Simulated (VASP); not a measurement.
# Fe (P6_3/mmc) in VASP: further runs

The runs below take Fe through single point, with BLYP.

All numbers are computed with VASP 6.6.1; they aren't measurements. Logs are shortened: lines on timing, memory, paths and dates and some standing lists are left out, and cuts for length are marked.

## 1. The cell of the first run

Symmetry: P6_3/mmc, No. 194, hexagonal system. Conventional cell: a = 2.529 Å, b = 2.529 Å, c = 3.989 Å, α = 90.00°, β = 90.00°, γ = 120.00°. Within 3.3 Å of Fe (site symmetry -6m2) lie 12 Fe at 2.47 to 2.53 Å.

This isn't the form of Fe at room conditions, which is bcc.

## 2. Single point, BLYP (11.05 Å³/atom)

Input file INCAR:

```
SYSTEM = Fe
  AGGAC = 1.0
  AGGAX = 1.0
  ALDAC = 0.0
  ALDAX = 1.0
  ALGO = Normal
  EDIFF = 1E-7
  ENCUT = 520
  GGA = B5
  ISIF = 2
  ISMEAR = -1
  LASPH = .TRUE.
  LCHARG = .FALSE.
  LREAL = .FALSE.
  LWAVE = .FALSE.
  NBANDS = 15
  NELM = 80
  PREC = Accurate
  SIGMA = 0.1
```

Input file KPOINTS:

```
k-points
0
G
  16 16 9
  0 0 0
```

Input file POSCAR:

```
Fe
1.0
    2.5293655940      0.0000000000      0.0000000000
   -1.2646827970      2.1904948598      0.0000000000
    0.0000000000      0.0000000000      3.9888660711
Fe
2
Direct
    0.3333333333      0.6666666667      0.2500000000
    0.6666666667      0.3333333333      0.7500000000
```

Potentials or basis: VASP PAW PBE potentials, release 64 (Fe).

On the command line:

```sh
cat potpaw_PBE.64/Fe/POTCAR > POTCAR
mpirun -np 1 vasp_std > vasp.out
```

OUTCAR:

```text
SYSTEM = Fe
   EDIFF = 1E-7
   ENCUT = 520
   GGA = B5
   ISIF = 2
   ISMEAR = -1
   LASPH = .TRUE.
   LREAL = .FALSE.
   NELM = 80
   PREC = Accurate

 ion  position               nearest neighbor table
   1  0.333  0.667  0.250-   2 2.47   2 2.47   2 2.47   2 2.47   2 2.47   2 2.47
   2  0.667  0.333  0.750-   1 2.47   1 2.47   1 2.47   1 2.47   1 2.47   1 2.47

  LATTYP: Found a hexagonal cell.
 ALAT       =     2.5293655940
 C/A-ratio  =     1.5770223492

  Lattice vectors:

 A1 = (   2.5293655940,   0.0000000000,   0.0000000000)
 A2 = (  -1.2646827970,   2.1904948598,   0.0000000000)
 A3 = (   0.0000000000,   0.0000000000,   3.9888660711)

Analysis of symmetry for initial positions (statically):
=====================================================================
 Subroutine PRICEL returns:
 Original cell was already a primitive cell.

 Routine SETGRP: Setting up the symmetry group for a
 hexagonal supercell.

 Subroutine GETGRP returns: Found 24 space group operations
 (whereof 12 operations were pure point group operations)
 out of a pool of 24 trial point group operations.

The static configuration has the point symmetry D_3d.
 The point group associated with its full space group is D_6h.

Analysis of symmetry for dynamics (positions and initial velocities):
=====================================================================
 Subroutine PRICEL returns:
 Original cell was already a primitive cell.

 Routine SETGRP: Setting up the symmetry group for a
 hexagonal supercell.

 Subroutine GETGRP returns: Found 24 space group operations
 (whereof 12 operations were pure point group operations)
 out of a pool of 24 trial point group operations.

The dynamic configuration has the point symmetry D_3d.
 The point group associated with its full space group is D_6h.

 Subroutine INISYM returns: Found 24 space group operations
 (whereof 12 operations are pure point group operations),
 and found     1 'primitive' translations

----------------------------------------------------------------------------------------

                                     Primitive cell

  volume of cell :      22.1006

  direct lattice vectors                    reciprocal lattice vectors
     2.529365594  0.000000000  0.000000000     0.395356054  0.228258924  0.000000000
    -1.264682797  2.190494860  0.000000000     0.000000000  0.456517848  0.000000000
     0.000000000  0.000000000  3.988866071     0.000000000  0.000000000  0.250697813

  length of vectors
     2.529365594  2.529365594  3.988866071     0.456517848  0.456517848  0.250697813

  position of ions in fractional coordinates (direct lattice)
     0.333333333  0.666666667  0.250000000
     0.666666667  0.333333333  0.750000000

  ion indices of the primitive-cell ions
   primitive index   ion index
                 1           1
                 2           2

----------------------------------------------------------------------------------------

 KPOINTS: k-points

Automatic generation of k-mesh.
 Grid dimensions read from file:
 generate k-points for:   16   16    9

 Generating k-lattice:

  Cartesian coordinates                     Fractional coordinates (reciprocal lattice)
     0.024709753  0.014266183  0.000000000     0.062500000 -0.000000000  0.000000000
     0.000000000  0.028532366  0.000000000     0.000000000  0.062500000  0.000000000
     0.000000000  0.000000000  0.027855313     0.000000000  0.000000000  0.111111111

  Length of vectors
     0.028532366  0.028532366  0.027855313

  Shift w.r.t. Gamma in fractional coordinates (k-lattice)
     0.000000000  0.000000000  0.000000000

 Subroutine IBZKPT returns following result:
 ===========================================

 Found    150 irreducible k-points:

 Following reciprocal coordinates:
            Coordinates               Weight
  0.000000  0.000000  0.000000      1.000000
  0.062500 -0.000000  0.000000      6.000000
  0.125000 -0.000000  0.000000      6.000000
  0.187500  0.000000  0.000000      6.000000
  0.250000 -0.000000  0.000000      6.000000
  0.312500 -0.000000  0.000000      6.000000
[... 16 lines left out ...]
  0.187500  0.187500  0.000000      6.000000
  0.250000  0.187500  0.000000     12.000000
 [... further k-points ...]
   k-points           NKPTS =    150   k-points in BZ     NKDIM =    150   number of bands    NBANDS=     15
   number of dos      NEDOS =    301   number of ions     NIONS =      2
   total plane-waves  NPLWV =  12000
   dimension x,y,z NGX =    20 NGY =   20 NGZ =   30
   dimension x,y,z NGXF=    40 NGYF=   40 NGZF=   60
   ions per type =               2
   NGX,Y,Z   is equivalent  to a cutoff of  13.15, 13.15, 12.50 a.u.
   NGXF,Y,Z  is equivalent  to a cutoff of  26.29, 26.29, 25.01 a.u.
 SYSTEM =  Fe
   PREC   = accura    normal or accurate (medium, high low for compatibility)
   ISTART =      0    job   : 0-new  1-cont  2-samecut
   ICHARG =      2    charge: 1-file 2-atom 10-const
   ISPIN  =      1    spin polarized calculation?
   LNONCOLLINEAR =      F non collinear calculations
   LSORBIT =      F    spin-orbit coupling
   LASPH  =      T    aspherical Exc in radial PAW
   ENCUT  =  520.0 eV  38.22 Ry    6.18 a.u.   4.70  4.70  7.42*2*pi/ulx,y,z
   NELM   =     80;   NELMIN=  2; NELMDL= -5     # of ELM steps
   EDIFF  = 0.1E-06   stopping-criterion for ELM
   LREAL  =      F    real-space projection
   EDIFFG = 0.1E-05   stopping-criterion for IOM
   NSW    =      0    number of steps for IOM
   IBRION =     -1    ionic relax: 0-MD 1-quasi-New 2-CG
   NFREE  =      0    steps in history (QN), initial steepest desc. (CG)
   ISIF   =      2    stress and relaxation
   ISYM   =      2    0-nonsym 1-usesym 2-fastsym
   POTIM  = 0.5000    time-step for ionic-motion
   TEBEG  =    0.0;   TEEND  =   0.0 temperature during run
   PSTRESS=    0.0 pullay stress
   NELECT =      16.0000    total number of electrons
   NUPDOWN=      -1.0000    fix difference up-down
   EMIN   =  10.00;   EMAX   =-10.00  energy-range for DOS
   EFERMI =   0.00;   METHOD = LEGACY
   ISMEAR =    -1;   SIGMA  =   0.10  broadening in eV -4-tet -1-fermi 0-gaus
   EFERMI_NEDOS =   21; number of points for ismear=-14 and -15
   IALGO  =     38    algorithm
   IMIX   =      4    mixing-type and parameters
     AMIX     =   0.40;   BMIX     =  1.00
     AMIX_MAG =   1.60;   BMIX_MAG =  1.00
  volume/ion in A,a.u.               =      11.05        74.57
  Fermi-wavevector in a.u.,A,eV,Ry     =   1.469988  2.777874 29.400341  2.160864
  Thomas-Fermi vector in A             =   2.585299
   LORBIT       =      0    0 simple, 1 ext, 2 COOP (PROOUT), +10 PAW based schemes
   GGA     = B5    functional components
   LHFCALC =     F    Hartree Fock is set to
   AEXX    =    0.0000 exact exchange contribution
   IVDW    =     0    specifies the selected vdW correction
   LEPSILON=     F    determine dielectric tensor
   LRPA    =     F    only Hartree local field effects (RPA)
 non-spin polarized calculation
  energy-cutoff  :      520.00
  volume of cell :       22.10
 maximum number of plane-waves:       608
 NGX is ok and might be reduce to    20
   NGX =  9   NGY =  9   NGZ = 15

 number of electron      16.0000009 magnetization

 Free energy of the ion-electron system (eV)
  ---------------------------------------------------
  ext. energy  EPLUGINS =         0.00000000
  ---------------------------------------------------
  free energy    TOTEN  =       -14.13149672 eV

  energy without entropy =      -14.03175516  energy(sigma->0) =      -14.08162594

 E-fermi :   6.5017     XC(G=0): -12.6957

 val. band max:        6.4944457795   @ k =   0.4375   0.0625   0.3333
 cond. band min:       6.5069391233   @ k =   0.1250   0.0625   0.3333
 fundamental gap:      0.0124933438
 Fermi energy:         6.5016765443

 k-point     1 :       0.0000    0.0000    0.0000
  band No.  band energies     occupation
      1      -1.7536      2.00000
      2       2.0922      2.00000
      3       5.0379      2.00000
      4       5.0379      2.00000
      5       5.1602      2.00000
      6       5.4458      1.99995
      7       5.4458      1.99995
      8       5.7288      1.99912
      9       5.7288      1.99912
     10       7.1329      0.00362
     11       7.1329      0.00362
     12       7.3218      0.00055
     13      14.5985      0.00000
     14      28.1251      0.00000
     15      31.1103      0.00000

 k-point     2 :       0.0625   -0.0000    0.0000
  band No.  band energies     occupation
      1      -1.6174      2.00000
      2       2.1792      2.00000
      3       4.8650      2.00000
      4       5.1106      2.00000
      5       5.3065      1.99999
      6       5.4114      1.99996
      7       5.5092      1.99990
      8       5.6439      1.99962
      9       5.6795      1.99946
     10       6.3203      1.71958
     11       7.1566      0.00286
     12       8.3041      0.00000
     13      14.6109      0.00000
     14      27.3468      0.00000
     15      29.3001      0.00000

 k-point     3 :       0.1250   -0.0000    0.0000
  band No.  band energies     occupation
      1      -1.2175      2.00000
      2       2.4169      2.00000
      3       4.6076      2.00000
      4       5.1944      2.00000
      5       5.2939      1.99999
      6       5.3219      1.99998
      7       5.5370      1.99987
      8       5.5486      1.99985
      9       5.6928      1.99939
     10       5.8417      1.99728
     11       7.2151      0.00159
     12       9.4903      0.00000
     13      14.6541      0.00000
     14      24.9914      0.00000
     15      27.8386      0.00000

 k-point     4 :       0.1875    0.0000    0.0000
  band No.  band energies     occupation
      1      -0.5818      2.00000
      2       2.7241      2.00000
      3       4.3473      2.00000
      4       4.5292      2.00000
      5       5.1736      2.00000
      6       5.3717      1.99998
      7       5.6510      1.99960
      8       5.6613      1.99955
      9       5.8104      1.99801
     10       5.9763      1.98960
     11       7.2845      0.00080
     12      10.7766      0.00000
     13      14.7414      0.00000
     14      22.3036      0.00000
     15      26.1432      0.00000
[... 307 lines left out ...]
 k-point    22 :       0.4375    0.1250    0.0000
  band No.  band energies     occupation
      1       2.7416      2.00000
      2       2.7497      2.00000
      3       2.9090      2.00000
      4       4.4231      2.00000
      5       4.6896      2.00000
      6       5.0918      2.00000
      7       5.6155      1.99972
      8       7.2156      0.00159
      9       7.2674      0.00094
     10       7.3795      0.00031
     11       9.5355      0.00000
     12      11.2910      0.00000
     13      17.7666      0.00000
     14      18.1829      0.00000
     15      18.7253      0.00000

 k-point    23 :       0.1875    0.1875    0.0000
  band No.  band energies     occupation
      1       1.3811      2.00000
      2       3.3241      2.00000
      3       3.4913      2.00000
      4       3.6793      2.00000
      5       4.7716      2.00000
      6       5.2144      1.99999
      7       5.4673      1.99994
      8       6.1662      1.93250
      9       6.7500      0.15408
     10       7.2764      0.00086
     11       7.3208      0.00055
     12      13.9553      0.00000
     13      15.2756      0.00000
     14      18.6727      0.00000
     15      19.1735      0.00000

 k-point    24 :       0.2500    0.1875    0.0000
  band No.  band energies     occupation
      1       2.1713      2.00000
      2       3.2299      2.00000
      3       3.2829      2.00000
      4       3.6622      2.00000
      5       4.6648      2.00000
      6       5.3058      1.99999
      7       5.3734      1.99997
      8       6.4094      1.43111
      9       7.0933      0.00537
     10       7.3205      0.00056
     11       7.9537      0.00000
     12      15.2006      0.00000
     13      15.3470      0.00000
     14      17.0362      0.00000
     15      18.2640      0.00000

 [... further k-points ...]

------------------------ aborting loop because EDIFF is reached ----------------------------------------

  FORCE on cell =-STRESS in cart. coord.  units (eV):
  Direction    XX          YY          ZZ          XY          YZ          ZX
  --------------------------------------------------------------------------------------
  -------------------------------------------------------------------------------------
  Total       -1.2190487     -1.2190487     -1.2786739      0.0000000     -0.0000000      0.0000000
  in kB      -88.3747771    -88.3747771    -92.6972980      0.0000000     -0.0000000      0.0000000
  external PRESSURE =     -89.8156174 kB  Pullay stress =       0.0000000 kB

 VOLUME and BASIS-vectors are now :
 -----------------------------------------------------------------------------
  energy-cutoff  :      520.00
  volume of cell :       22.10
      direct lattice vectors                 reciprocal lattice vectors
     2.529365594  0.000000000  0.000000000     0.395356054  0.228258924  0.000000000
    -1.264682797  2.190494860  0.000000000     0.000000000  0.456517848  0.000000000
     0.000000000  0.000000000  3.988866071     0.000000000  0.000000000  0.250697813

 POSITION                                       TOTAL-FORCE (eV/Angst)
 -----------------------------------------------------------------------------------
     -0.00000      1.46033      0.99722         0.000000      0.000000      0.000000
      1.26468      0.73016      2.99165        -0.000000     -0.000000      0.000000
 -----------------------------------------------------------------------------------
    total drift:                               -0.000000      0.000000     -0.000000

  FREE ENERGIE OF THE ION-ELECTRON SYSTEM (eV)
  ---------------------------------------------------
  free  energy   TOTEN  =       -14.1314967216 eV

  energy  without entropy=      -14.0317551637  energy(sigma->0) =      -14.08162594
```

Run time: 31 s. Hardware: 1 thread of Intel Xeon 6975P-C (Granite Rapids), shared host; peak memory 0.16 GiB.

What came out:

| Quantity | Value |
| --- | --- |
| Free energy | -14.1315 eV |
| Pressure | -9.0 GPa |
| Band gap on the k mesh | zero (bands 8 and 9 overlap by 1.66 eV) |

Levels at points of the mesh, in eV from the Fermi level:
| k point | band 4 | band 5 | band 6 | band 7 | band 8 | band 9 | band 10 | band 11 | band 12 | band 13 |
| --- | --- | --- | --- | --- | --- | --- | --- | --- | --- | --- |
| (0.00, 0.00, 0.00) | -1.46 | -1.34 | -1.06 | -1.06 | -0.77 | -0.77 | 0.63 | 0.63 | 0.82 | 8.10 |
| (0.50, 0.00, 0.00) | -1.75 | -1.73 | -1.33 | -0.93 | 0.71 | 0.92 | 0.95 | 2.52 | 4.47 | 10.72 |

Caveat: the cell stands under tension; the PAW data sets were made with another functional, which shifts forces and pressure a little; the run has no spin polarisation, though such a crystal can be magnetic.

## 3. Single point, BLYP (11.48 Å³/atom)

This run uses another cell than the first one, of 11.48 Å³/atom.

Input file INCAR:

```
PREC = Accurate ; ENCUT = 520
EDIFF = 1E-7 ; ISMEAR = -1
SIGMA = 0.1 ; LREAL = False
LASPH = True ; NELM = 100
ALGO = Normal ; ISIF = 2
LWAVE = False ; LCHARG = True
GGA = B5 ; ALDAX = 1.0
AGGAX = 1.0 ; AGGAC = 1.0
ALDAC = 0.0 ; LELF = True
LVHAR = True ; NBANDS = 15
```

Input file KPOINTS:

```
Automatic mesh
0
Gamma
  16 16 9
```

Input file POSCAR:

```
Fe
1.0
    2.5613862792      0.0000000000      0.0000000000
   -1.2806931396      2.2182255867      0.0000000000
    0.0000000000      0.0000000000      4.0393634074
Fe
2
Direct
    0.3333333333      0.6666666667      0.2500000000
    0.6666666667      0.3333333333      0.7500000000
```

Potentials or basis: VASP PAW PBE potentials, release 64 (Fe).

On the command line:

```sh
cat potpaw_PBE.64/Fe/POTCAR > POTCAR
mpirun -np 1 vasp_std > vasp.out
```

Run time: 30 s. Hardware: 1 thread of Intel Xeon 6975P-C (Granite Rapids), shared host; peak memory 0.16 GiB.

Results (log left out):

```
Free energy            : -14.0641 eV
Pressure               : -16.2 GPa
Band gap on the k mesh : zero (bands 8 and 9 overlap by 1.57 eV)
```

Stress tensor (GPa, compression positive):
```
-15.91   0.00   0.00
  0.00 -15.91   0.00
  0.00   0.00 -16.69
```

Levels at points of the mesh, in eV from the Fermi level:
| k point | band 4 | band 5 | band 6 | band 7 | band 8 | band 9 | band 10 | band 11 | band 12 | band 13 |
| --- | --- | --- | --- | --- | --- | --- | --- | --- | --- | --- |
| (0.00, 0.00, 0.00) | -1.38 | -1.27 | -1.00 | -1.00 | -0.73 | -0.73 | 0.60 | 0.60 | 0.82 | 7.75 |
| (0.50, 0.00, 0.00) | -1.66 | -1.65 | -1.26 | -0.88 | 0.67 | 0.86 | 0.90 | 2.41 | 4.27 | 10.40 |

Caveat: the cell stands under tension; the PAW data sets were made with another functional, which shifts forces and pressure a little; the run has no spin polarisation, though such a crystal can be magnetic. Spin polarisation is off, so any magnetic state and its effect on volume and gap are missing.

(Part 1 of 2 ends here.)
